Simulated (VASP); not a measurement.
Crystal: CsSnBr3.

```
Cs Sn Br
1.0
     5.83901    0.00000    0.00000
     0.00000    5.83901    0.00000
     0.00000    0.00000    5.83901
Cs Sn Br
1 1 3
Direct
  0.00000 0.00000 0.00000
  0.50000 0.50000 0.50000
  0.50000 0.00000 0.50000
  0.50000 0.50000 0.00000
  0.00000 0.50000 0.50000
```

Base run:

* Program: VASP 6.6.1
* Functional: BLYP
* Potentials or basis: VASP PAW PBE potentials, release 64 (Cs_sv, Sn_d, Br)
* Cutoff: 500 eV
* k mesh: 4 × 4 × 4
* Occupations: gaussian, width 0.01 eV
* Spin: no spin polarisation

Its results: band gap on the k mesh 0.63 eV; pressure 2.2 GPa.

Task: The run is repeated on the same cell with these changes: functional from BLYP to revPBE. What comes out?

Result: Band gap on the k mesh 0.54 eV; pressure 1.8 GPa.

Caveats: the PAW data sets were made with another functional, which shifts forces and pressure a little; spin-orbit coupling is left out, which moves the levels of the heavy elements.

A k mesh can miss the band edges.
